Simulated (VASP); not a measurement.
# Si3Ni7 in VASP: single point with PBE

Aim: the single point of Si3Ni7 with PBE.

Everything below comes from runs of VASP 6.6.1. Logs are shortened: lines on timing, memory, paths and dates and some standing lists are left out, and cuts for length are marked.

### 1 The cell of the first run

The cell holds a disordered packing, 20 atoms: a = 6.347 Å, b = 5.966 Å, c = 6.130 Å, α = 91.93°, β = 91.85°, γ = 92.61°.

### 2 Single point, PBE, collinear spin, ferromagnetic start

File INCAR:

```
SYSTEM = Si3Ni7
ALGO     = Normal         ! electronic algorithm
EDIFF    = 1E-6           ! SCF threshold, eV
ENCUT    = 520            ! plane-wave cutoff, eV
GGA      = PE             ! functional
ISIF     = 2              ! what is computed and relaxed
ISMEAR   = 0              ! smearing method
ISPIN    = 2              ! spin polarisation
ISYM     = 0            
LASPH    = .True.         ! aspherical terms in the spheres
LCHARG   = .False.        ! write CHGCAR
LMAXMIX  = 4              ! l up to which the mixer works
LORBIT   = 11             ! projections on sites
LREAL    = Auto         
LWAVE    = .False.        ! write WAVECAR
MAGMOM   = 2 2 2 2 2 2 2 2 2 2 2 2 2 2 0 0 0 0 0 0 ! initial moments
NBANDS   = 102            ! bands
NELM     = 150            ! most SCF steps
PREC     = Accurate       ! precision mode
SIGMA    = 0.1            ! smearing width, eV
```

File KPOINTS:

```
Automatic mesh
0
Gamma
  2 2 2
  0.5 0.5 0.5
```

File POSCAR:

```
Si3Ni7
1.0
    6.3443248715     -0.1413631440     -0.0993431047
   -0.1406374259      5.9636056765     -0.1026976273
   -0.1041912201     -0.1030377997      6.1284824987
Ni Si
14 6
Direct
    0.2436831122      0.1761271370      0.7391162018
    0.4508573734      0.6137409590      0.3598887659
    0.6010107445      0.3623877276      0.6937076588
    0.3802049391      0.2045722222      0.3579959006
    0.0916644885      0.4491317321      0.4544104087
    0.2093205788      0.4233661214      0.0710542826
    0.8006080473      0.6932457247      0.5465095883
    0.9415398434      0.7007611370      0.1207483789
    0.6739019876      0.9570723549      0.2338210430
    0.8685831957      0.1060440692      0.5808277624
    0.1623659431      0.8582346471      0.4567605620
    0.2988689527      0.8867847666      0.0754207574
    0.3330118690      0.6394404298      0.7434690544
    0.7420587192      0.3697808142      0.2677751318
    0.5212971120      0.9474137761      0.5847117733
    0.9516228115      0.4279216071      0.8023560551
    0.0213300954      0.1153933650      0.2300690101
    0.5908470962      0.6353212475      0.0120438526
    0.5122211896      0.1977241074      0.0070133258
    0.0301656663      0.8653158408      0.8076215144
```

Potentials or basis: VASP PAW PBE potentials, release 64 (Ni, Si).

On the command line:

```console
$ cat potpaw_PBE.64/Ni/POTCAR potpaw_PBE.64/Si/POTCAR > POTCAR
$ mpirun -np 1 vasp_std > vasp.out
```

OUTCAR:

```text
SYSTEM = Si3Ni7
   EDIFF = 1E-6
   ENCUT = 520
   GGA = PE
   ISIF = 2
   ISMEAR = 0
   ISPIN = 2
   ISYM = 0
   LASPH = .True.
   LORBIT = 11
   LREAL = Auto
   NELM = 150
   PREC = Accurate

 ion  position               nearest neighbor table
   1  0.244  0.176  0.739-  20 2.30  19 2.32  15 2.47  16 2.47   6 2.49   3 2.51   4 2.53  11 2.55
                            10 2.55   5 2.62  12 2.76  13 2.80
   2  0.451  0.614  0.360-  18 2.34  15 2.40   4 2.46  11 2.47  14 2.47   7 2.48  13 2.49   6 2.51
                             5 2.53   9 2.59  12 2.62   3 2.75
   3  0.601  0.362  0.694-  19 2.26  16 2.31  10 2.44  13 2.44  18 2.50   7 2.51   1 2.51  15 2.57
                             4 2.58   2 2.75  14 2.79
   4  0.380  0.205  0.358-  15 2.30  19 2.33  17 2.41   2 2.46   5 2.47   6 2.48   1 2.53  11 2.53
                            14 2.54  12 2.55   9 2.55   3 2.58
   5  0.092  0.449  0.454-  16 2.34  17 2.40  11 2.46   4 2.47   7 2.47  14 2.48   6 2.49  13 2.51
                             2 2.53  10 2.59   1 2.62   8 2.75
   6  0.209  0.423  0.071-  16 2.29  17 2.40  19 2.43   8 2.44   4 2.48   5 2.49   1 2.49   2 2.51
                            13 2.55  18 2.72  12 2.80
   7  0.801  0.693  0.547-  20 2.31  15 2.40  16 2.47   5 2.47  10 2.48   2 2.48   3 2.51  14 2.54
                            11 2.54   9 2.65   8 2.79
   8  0.942  0.701  0.121-  20 2.26  18 2.31   9 2.44   6 2.44  16 2.50  14 2.51  12 2.51  17 2.56
                            11 2.58   5 2.75   7 2.79
   9  0.674  0.957  0.234-  19 2.29  18 2.34  17 2.36  15 2.39   8 2.44  14 2.48  10 2.54   4 2.55
[... 9 lines left out ...]
  14  0.742  0.370  0.268-  19 2.31  17 2.40  18 2.47   2 2.47   9 2.48   5 2.48   8 2.51   7 2.54
                             4 2.54  10 2.65   3 2.79
  15  0.521  0.947  0.585-   4 2.30  10 2.36   9 2.39   7 2.40  13 2.40   2 2.40  11 2.42   1 2.47
                             3 2.57  19 2.95
  16  0.952  0.428  0.802-   6 2.29   3 2.31   5 2.34  10 2.34   7 2.47   1 2.47   8 2.50  20 2.63
                            13 2.72  18 2.96
  17  0.021  0.115  0.230-  11 2.30   9 2.36  10 2.39   6 2.40  14 2.40   5 2.40   4 2.41  12 2.47
                             8 2.56  20 2.95
  18  0.591  0.635  0.012-  13 2.29   8 2.31   2 2.34   9 2.34  12 2.47  14 2.47   3 2.50  19 2.63
                             6 2.72  16 2.96
  19  0.512  0.198  0.007-   3 2.26   9 2.29  12 2.30  14 2.31   1 2.32   4 2.33   6 2.43  18 2.63
                            15 2.95
  20  0.030  0.865  0.808-   8 2.26  10 2.29   1 2.30   7 2.31  12 2.32  11 2.33  13 2.43  16 2.63
                            17 2.95

IMPORTANT INFORMATION: All symmetrisations will be switched off!
NOSYMM: (Re-)initialisation of all symmetry stuff for point group C_1.

----------------------------------------------------------------------------------------

                                     Primitive cell

  volume of cell :     231.6178

  direct lattice vectors                    reciprocal lattice vectors
     6.344324871 -0.141363144 -0.099343105     0.157748115  0.003767388  0.002745239
    -0.140637426  5.963605677 -0.102697627     0.003784587  0.167822738  0.002885936
    -0.104191220 -0.103037800  6.128482499     0.002620527  0.002873348  0.163265392

  length of vectors
     6.346677136  5.966147698  6.130234118     0.157816974  0.167890212  0.163311701

  position of ions in fractional coordinates (direct lattice)
     0.243683112  0.176127137  0.739116202
     0.450857373  0.613740959  0.359888766
     0.601010745  0.362387728  0.693707659
     0.380204939  0.204572222  0.357995901
     0.091664489  0.449131732  0.454410409
     0.209320579  0.423366121  0.071054283
[... 12 lines left out ...]
     0.512221190  0.197724107  0.007013326
     0.030165666  0.865315841  0.807621514

  ion indices of the primitive-cell ions
   primitive index   ion index
                 1           1
                 2           2
                 3           3
                 4           4
                 5           5
                 6           6
[... 12 lines left out ...]
                19          19
                20          20

----------------------------------------------------------------------------------------

 KPOINTS: Automatic mesh

Automatic generation of k-mesh.
 Grid dimensions read from file:
 generate k-points for:    2    2    2

 Generating k-lattice:

  Cartesian coordinates                     Fractional coordinates (reciprocal lattice)
     0.078874058  0.001883694  0.001372620     0.500000000  0.000000000  0.000000000
     0.001892293  0.083911369  0.001442968     0.000000000  0.500000000  0.000000000
     0.001310264  0.001436674  0.081632696     0.000000000  0.000000000  0.500000000

  Length of vectors
     0.078908487  0.083945106  0.081655850

  Shift w.r.t. Gamma in fractional coordinates (k-lattice)
     0.500000000  0.500000000  0.500000000

 Subroutine IBZKPT returns following result:
 ===========================================

 Found      4 irreducible k-points:

 Following reciprocal coordinates:
            Coordinates               Weight
  0.250000  0.250000  0.250000      2.000000
 -0.250000  0.250000  0.250000      2.000000
  0.250000 -0.250000  0.250000      2.000000
 -0.250000 -0.250000  0.250000      2.000000
   k-points           NKPTS =      4   k-points in BZ     NKDIM =      4   number of bands    NBANDS=    102
   number of dos      NEDOS =    301   number of ions     NIONS =     20
   total plane-waves  NPLWV = 110592
   dimension x,y,z NGX =    48 NGY =   48 NGZ =   48
   dimension x,y,z NGXF=    96 NGYF=   96 NGZF=   96
   ions per type =              14   6
   NGX,Y,Z   is equivalent  to a cutoff of  12.57, 13.38, 13.02 a.u.
   NGXF,Y,Z  is equivalent  to a cutoff of  25.15, 26.75, 26.03 a.u.
 SYSTEM =  Si3Ni7
   PREC   = accura    normal or accurate (medium, high low for compatibility)
   ISTART =      0    job   : 0-new  1-cont  2-samecut
   ICHARG =      2    charge: 1-file 2-atom 10-const
   ISPIN  =      2    spin polarized calculation?
   LNONCOLLINEAR =      F non collinear calculations
   LSORBIT =      F    spin-orbit coupling
   LASPH  =      T    aspherical Exc in radial PAW
   ENCUT  =  520.0 eV  38.22 Ry    6.18 a.u.  11.80 11.09 11.40*2*pi/ulx,y,z
   NELM   =    150;   NELMIN=  2; NELMDL= -5     # of ELM steps
   EDIFF  = 0.1E-05   stopping-criterion for ELM
   LREAL  =      T    real-space projection
   EDIFFG = 0.1E-04   stopping-criterion for IOM
   NSW    =      0    number of steps for IOM
   IBRION =     -1    ionic relax: 0-MD 1-quasi-New 2-CG
   NFREE  =      0    steps in history (QN), initial steepest desc. (CG)
   ISIF   =      2    stress and relaxation
   ISYM   =      0    0-nonsym 1-usesym 2-fastsym
   POTIM  = 0.5000    time-step for ionic-motion
   TEBEG  =    0.0;   TEEND  =   0.0 temperature during run
   PSTRESS=    0.0 pullay stress
   NELECT =     164.0000    total number of electrons
   NUPDOWN=      -1.0000    fix difference up-down
   EMIN   =  10.00;   EMAX   =-10.00  energy-range for DOS
   EFERMI =   0.00;   METHOD = LEGACY
   ISMEAR =     0;   SIGMA  =   0.10  broadening in eV -4-tet -1-fermi 0-gaus
   EFERMI_NEDOS =   21; number of points for ismear=-14 and -15
   IALGO  =     38    algorithm
   IMIX   =      4    mixing-type and parameters
     AMIX     =   0.40;   BMIX     =  1.00
     AMIX_MAG =   1.60;   BMIX_MAG =  1.00
  volume/ion in A,a.u.               =      11.58        78.15
  Fermi-wavevector in a.u.,A,eV,Ry     =   1.459146  2.757386 28.968267  2.129108
  Thomas-Fermi vector in A             =   2.575748
   LORBIT       =     11    0 simple, 1 ext, 2 COOP (PROOUT), +10 PAW based schemes
   GGA     = PE    functional components
   LHFCALC =     F    Hartree Fock is set to
   AEXX    =    0.0000 exact exchange contribution
   IVDW    =     0    specifies the selected vdW correction
   LEPSILON=     F    determine dielectric tensor
   LRPA    =     F    only Hartree local field effects (RPA)
 spin polarized calculation
 Gauss-broadening in eV      SIGMA  =   0.10
  energy-cutoff  :      520.00
  volume of cell :      231.62
 maximum number of plane-waves:      6254
   NGX = 23   NGY = 23   NGZ = 23

 number of electron     163.9999996 magnetization       0.1019440

 number of electron     163.9999996 magnetization      -0.0000191

 Free energy of the ion-electron system (eV)
  ---------------------------------------------------
  ext. energy  EPLUGINS =         0.00000000
  ---------------------------------------------------
  free energy    TOTEN  =      -116.19246396 eV

  energy without entropy =     -116.11871528  energy(sigma->0) =     -116.15558962

 E-fermi :   9.8624     XC(G=0): -12.5928

 val. band max:        9.8462464944   @ k =   0.2500   0.2500   0.2500
 cond. band min:       9.8961673671   @ k =   0.2500  -0.2500   0.2500
 fundamental gap:      0.0499208727
 Fermi energy:         9.8624153958

 spin component 1

 k-point     1 :       0.2500    0.2500    0.2500
  band No.  band energies     occupation
      1      -1.3499      1.00000
      2      -0.2273      1.00000
      3       0.2661      1.00000
      4       0.5246      1.00000
      5       1.7818      1.00000
      6       2.0104      1.00000
[... 377 lines left out ...]
     93      12.8888      0.00000
     94      13.1683      0.00000
 Fermi energy:         9.8624153958

 spin component 2

 k-point     1 :       0.2500    0.2500    0.2500
  band No.  band energies     occupation
      1      -1.3499      1.00000
      2      -0.2272      1.00000
      3       0.2661      1.00000
      4       0.5246      1.00000
      5       1.7818      1.00000
      6       2.0104      1.00000
[... 377 lines left out ...]
     93      12.8888      0.00000
     94      13.1683      0.00000
 [bands above 94 left out]

------------------------ aborting loop because EDIFF is reached ----------------------------------------

  FORCE on cell =-STRESS in cart. coord.  units (eV):
  Direction    XX          YY          ZZ          XY          YZ          ZX
  --------------------------------------------------------------------------------------
  -------------------------------------------------------------------------------------
  Total        0.5040601      0.1185986      0.2923670      0.0539342     -0.1404988      0.0162933
  in kB        3.4867516      0.8203857      2.0223994      0.3730805     -0.9718766      0.1127063
  external PRESSURE =       2.1098456 kB  Pullay stress =       0.0000000 kB

 VOLUME and BASIS-vectors are now :
 -----------------------------------------------------------------------------
  energy-cutoff  :      520.00
  volume of cell :      231.62
      direct lattice vectors                 reciprocal lattice vectors
     6.344324871 -0.141363144 -0.099343105     0.157748115  0.003767388  0.002745239
    -0.140637426  5.963605677 -0.102697627     0.003784587  0.167822738  0.002885936
    -0.104191220 -0.103037800  6.128482499     0.002620527  0.002873348  0.163265392

 POSITION                                       TOTAL-FORCE (eV/Angst)
 -----------------------------------------------------------------------------------
      1.44423      0.93975      4.48736         0.008978      0.000774     -0.003657
      2.73657      3.55929      2.09775        -0.008038      0.007587      0.023811
      3.68976      2.00470      4.15445        -0.014315     -0.010240      0.011679
      2.34607      1.12935      2.13519        -0.008547      0.030849     -0.005515
      0.47104      2.61867      2.72962         0.009498     -0.005874     -0.012654
      1.26105      2.48788      0.37118         0.002173     -0.003395      0.029013
[... 12 lines left out ...]
      3.22116      1.10602     -0.02821         0.004723      0.011067     -0.009031
     -0.01446      5.07292      4.85763        -0.001680     -0.005605      0.004257
 -----------------------------------------------------------------------------------
    total drift:                                0.003898      0.001678      0.002098

  FREE ENERGIE OF THE ION-ELECTRON SYSTEM (eV)
  ---------------------------------------------------
  free  energy   TOTEN  =      -116.1924639613 eV

  energy  without entropy=     -116.1187152811  energy(sigma->0) =     -116.15558962

 total charge

# of ion       s       p       d       tot
------------------------------------------
    1        0.465   0.541   8.443   9.449
    2        0.483   0.524   8.390   9.397
    3        0.487   0.546   8.419   9.452
    4        0.489   0.575   8.435   9.498
    5        0.483   0.525   8.390   9.398
    6        0.482   0.532   8.424   9.437
[... 12 lines left out ...]
   19        0.757   0.877   0.000   1.635
   20        0.757   0.878   0.000   1.635
--------------------------------------------------
tot         11.229  12.742 117.948 141.919

 magnetization (x)

# of ion       s       p       d       tot
------------------------------------------
    1        0.000   0.000   0.000   0.000
    2       -0.000  -0.000  -0.000  -0.000
    3        0.000   0.000   0.000   0.000
    4       -0.000  -0.000  -0.000  -0.000
    5       -0.000  -0.000  -0.000  -0.000
    6        0.000   0.000   0.000   0.000
[... 12 lines left out ...]
   19       -0.000   0.000   0.000   0.000
   20        0.000   0.000   0.000   0.000
--------------------------------------------------
tot         -0.000   0.000  -0.000  -0.000
```

It took 6.2 min on 1 thread of Intel Xeon 6975P-C (Granite Rapids), shared host; peak memory 0.48 GiB.

What came out:

* Free energy: -116.1925 eV
* Pressure: 0.2 GPa
* Largest force: 0.032 eV/Å
* Band gap on the k mesh: 0.05 eV (least direct gap 0.09 eV)
* Net moment: 0.00 μB per cell
* Valence electrons inside the program's atomic spheres: Ni 9.45, 9.40, 9.50, 9.44, 9.39, 9.52 (each value once); Si 1.59, 1.58, 1.64 (each value once)

Forces in eV/Å, atoms in the order of the input:
```
Ni   0.009  0.001 -0.004
Ni  -0.008  0.008  0.024
Ni  -0.014 -0.010  0.012
Ni  -0.009  0.031 -0.006
Ni   0.009 -0.006 -0.013
Ni   0.002 -0.003  0.029
Ni  -0.022 -0.002  0.001
Ni   0.009  0.007 -0.004
Ni   0.023 -0.003 -0.003
Ni  -0.021 -0.003  0.002
Ni   0.010 -0.024 -0.004
Ni  -0.010  0.002  0.004
Ni   0.000  0.002 -0.029
Ni   0.016  0.002 -0.001
Si  -0.016 -0.016  0.005
Si   0.019 -0.002  0.013
Si   0.013  0.018 -0.009
Si  -0.013 -0.004 -0.013
Si   0.005  0.011 -0.009
Si  -0.002 -0.006  0.004
```

Stress tensor (GPa, compression positive):
```
 0.35  0.04  0.01
 0.04  0.08 -0.10
 0.01 -0.10  0.20
```

Levels at points of the mesh, in eV from the valence-band top:
Spin up:
```tsv
k point	band 79	band 80	band 81	band 82	band 83	band 84	band 85	band 86
(0.25, 0.25, 0.25)	-0.27	-0.24	-0.19	0.00	0.09	0.20	0.40	0.50
```
Spin down:
| k point | band 79 | band 80 | band 81 | band 82 | band 83 | band 84 | band 85 | band 86 |
| --- | --- | --- | --- | --- | --- | --- | --- | --- |
| (0.25, 0.25, 0.25) | -0.27 | -0.24 | -0.19 | 0.00 | 0.09 | 0.20 | 0.40 | 0.50 |

Caveat: the atoms stand as in a frame of molecular dynamics.
